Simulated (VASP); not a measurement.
Input of a VASP 6.6.1 run:

INCAR

```
PREC     = Accurate       # precision mode
ENCUT    = 500            # plane-wave cutoff, eV
EDIFF    = 1E-7           # SCF threshold, eV
ISMEAR   = -1             # smearing method
SIGMA    = 0.08           # smearing width, eV
LREAL    = False          # projectors in reciprocal space
LASPH    = True           # aspherical terms in the spheres
NELM     = 200            # most SCF steps
ALGO     = Normal         # electronic algorithm
ISIF     = 3              # what is computed and relaxed
LWAVE    = False          # write WAVECAR
LCHARG   = False          # write CHGCAR
GGA      = CA             # functional
IBRION   = 2              # ionic algorithm
NSW      = 60             # ionic steps
EDIFFG   = -0.005         # ionic threshold
GGA_COMPAT= False        
NELMIN   = 4            
LMAXMIX  = 6              # l up to which the mixer works
```

KPOINTS

```
Automatic mesh
0
Gamma
  15 15 15
```

The input POSCAR:

```
La
1.0
   -2.0084641287      2.0084641287      2.0084641287
    2.0084641287     -2.0084641287      2.0084641287
    2.0084641287      2.0084641287     -2.0084641287
La
1
Direct
    0.0000000000      0.0000000000      0.0000000000
```

Potentials or basis: VASP PAW LDA potentials, release 64 (La).

The run is started by

```console
$ cat potpaw_LDA.64/La/POTCAR > POTCAR
$ mpirun -np 1 vasp_std > vasp.out
```

Task: Estimate the relaxed volume.

Result: 33.04 Å³/atom.

Task: Predict the space group after relaxing (to 0.1 Å).

Result: Im-3m (No. 229).

Step by step:
```
step  energy change (eV)  largest force (eV/Å)  pressure (GPa)  volume (Å³)
   1              0.0000                0.0000            0.60        32.41
   2             -0.0012                0.0000            0.06        32.98
   3             -0.0012                0.0000            0.00        33.04
```
